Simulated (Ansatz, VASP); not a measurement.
## One calculation of NbN, two programs

The input INCAR:

```
PREC = Accurate
ENCUT = 600
EDIFF = 1E-6
ISMEAR = -1
SIGMA = 0.1
LREAL = False
LASPH = True
NELM = 120
ALGO = Normal
ISIF = 2
LWAVE = False
LCHARG = False
GGA = PE
NBANDS = 16
GGA_COMPAT = False
```

Contents of KPOINTS:

```
Automatic mesh
0
Gamma
  7 7 7
```

File POSCAR:

```
NbN
1.0
    0.0000000000      2.2003970000      2.2003970000
    2.2003970000      0.0000000000      2.2003970000
    2.2003970000      2.2003970000      0.0000000000
Nb N
1 1
Direct
    0.5000000000      0.5000000000      0.5000000000
    0.0000000000      0.0000000000      0.0000000000
```

Input for Ansatz:

```yaml
crystal:
  lattice:
    - [0.0, 2.200397, 2.200397]
    - [2.200397, 0.0, 2.200397]
    - [2.200397, 2.200397, 0.0]
  atoms:
    - { symbol: Nb, position: [0.5, 0.5, 0.5] }
    - { symbol: "N", position: [0.0, 0.0, 0.0] }
  symmetry: { tolerance: 0.0003 }
kpoints:
  mp_grid: { grid: [7, 7, 7], shift: [0, 0, 0] }
magnetization:
  spin_polarized: false
scf:
  occupations: { method: fermi_dirac }
hamiltonian:
  pseudopotentials: { kind: paw }
  xc: pbe
basis:
  ecutwfc: 420
output:
  forces: true
  stress: true
  eigenvalues: true
```

Alike in both runs: task single point; functional PBE; k mesh 7 × 7 × 7; no spin polarisation.

```csv
,VASP,Ansatz
version,VASP 6.6.1,Ansatz 0.2.0
potentials or method,"VASP PAW PBE potentials, release 64 (Nb_sv, N), cutoff 600 eV",PAW plane waves
occupations,"fermi-dirac, width 0.1 eV",fermi-dirac
valence electrons in the cell,18,18
```

Ansatz gave:

```
gap on the k mesh at the Fermi level (eV) : none
pressure (GPa)                            : 4.4
```

Estimate VASP's values.

gap on the k mesh at the Fermi level (eV): none; pressure (GPa): 3.7.

A gap of «none» marks a metal or a gap that the smearing closes.
